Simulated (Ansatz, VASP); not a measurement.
Two plane-wave programs on Sn2TeO2

```
CELL_PARAMETERS angstrom
-2.24609 2.24609 5.31057
2.24609 -2.24609 5.31057
2.24609 2.24609 -5.31057
ATOMIC_POSITIONS crystal
Sn 0.63281 0.63281 0.00000
Sn 0.36719 0.36719 0.00000
Te 0.00000 0.00000 0.00000
O 0.25000 0.75000 0.50000
O 0.75000 0.25000 0.50000
```

Change from the starting cell: species swapped into the PrSi2Ni2 type (I4/mmm, No. 139).

Alike in both runs: task single point; functional PBE; k mesh 6 × 6 × 6; occupations gaussian, width 0.1 eV; no spin polarisation.

|  | VASP | Ansatz |
| --- | --- | --- |
| version | VASP 6.6.1 | Ansatz 0.2.0 |
| potentials or method | VASP PAW PBE potentials, release 64 (Sn_d, Te, O), cutoff 520 eV | scalar-relativistic, plane waves, PAW |
| valence electrons in the cell | 46 | 56 |

Ansatz gave:

- gap on the k mesh at the Fermi level (eV): none
- pressure (GPa): -9.7
- traceless stress, the component that is largest in VASP (GPa): 7.49
- rms of the force components (eV/Å): 1.200

**Question.** Which values does VASP return?

**Answer.** gap on the k mesh at the Fermi level (eV): none; pressure (GPa): -9.6; traceless stress, the component that is largest in VASP (GPa): 7.46; rms of the force components (eV/Å): 1.195.

Atom by atom the forces differ by 0.005 eV/Å (rms over components). A gap of «none» marks a metal or a gap that the smearing closes. The functional is the same, so the differences come from potentials, cutoffs and numerics. VASP's potentials hold 46 valence electrons a cell and Ansatz's 56, so a difference there can come from the potentials and not from the codes.

Spin-orbit coupling is off throughout.
